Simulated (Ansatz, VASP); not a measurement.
## One calculation of CeO2, two programs

Contents of INCAR:

```
PREC     = Accurate       # precision mode
ENCUT    = 520            # plane-wave cutoff, eV
EDIFF    = 1E-6           # SCF threshold, eV
ISMEAR   = 0              # smearing method
SIGMA    = 0.05           # smearing width, eV
LREAL    = False          # projectors in reciprocal space
LASPH    = True           # aspherical terms in the spheres
NELM     = 100            # most SCF steps
ALGO     = Normal         # electronic algorithm
ISIF     = 2              # what is computed and relaxed
LWAVE    = False          # write WAVECAR
LCHARG   = False          # write CHGCAR
GGA      = RE             # functional
IVDW     = 13             # dispersion correction
NBANDS   = 19             # bands
```

Contents of KPOINTS:

```
Automatic mesh
0
Gamma
  8 8 8
```

Contents of POSCAR:

```
CeO2
1.0
    0.0000000000      2.7048609279      2.7048609279
    2.7048609279      0.0000000000      2.7048609279
    2.7048609279      2.7048609279      0.0000000000
Ce O
1 2
Direct
    0.0000000000      0.0000000000      0.0000000000
    0.2500000000      0.2500000000      0.2500000000
    0.7500000000      0.7500000000      0.7500000000
```

Input for Ansatz:

```yaml
crystal:
  lattice:
    - [0.0, 2.7048609279, 2.7048609279]
    - [2.7048609279, 0.0, 2.7048609279]
    - [2.7048609279, 2.7048609279, 0.0]
  atoms:
    - { symbol: Ce, position: [0.0, 0.0, 0.0] }
    - { symbol: O, position: [0.25, 0.25, 0.25] }
    - { symbol: O, position: [0.75, 0.75, 0.75] }
basis:
  ecutwfc: 420
  ecutrho_ratio: 4
kpoints:
  mp_grid: { grid: [8, 8, 8] }
hamiltonian:
  xc: revpbe
  dispersion: d4
scf:
  occupations: { method: gaussian, width: 0.05 }
output:
  forces: true
  stress: true
  eigenvalues: true
```

Alike in both runs: task single point; functional revPBE; dispersion D4; k mesh 8 × 8 × 8; occupations gaussian, width 0.05 eV; no spin polarisation.

|  | VASP | Ansatz |
| --- | --- | --- |
| version | VASP 6.6.1 | Ansatz 0.2.0 |
| potentials or method | VASP PAW PBE potentials, release 64 (Ce, O), cutoff 520 eV | scalar-relativistic, plane waves, PAW |
| valence electrons in the cell | 24 | 24 |

Ansatz gave:

```
gap on the k mesh at the Fermi level (eV) : 2.00
least direct gap on the mesh (eV)         : 2.10
pressure (GPa)                            : 2.1
```

Question: What did VASP give for the same quantities?

Answer: gap on the k mesh at the Fermi level (eV): 1.96; least direct gap on the mesh (eV): 2.07; pressure (GPa): 2.1.

VASP's potentials were made for PBE, not for revPBE.

Neither program's run includes spin-orbit coupling.
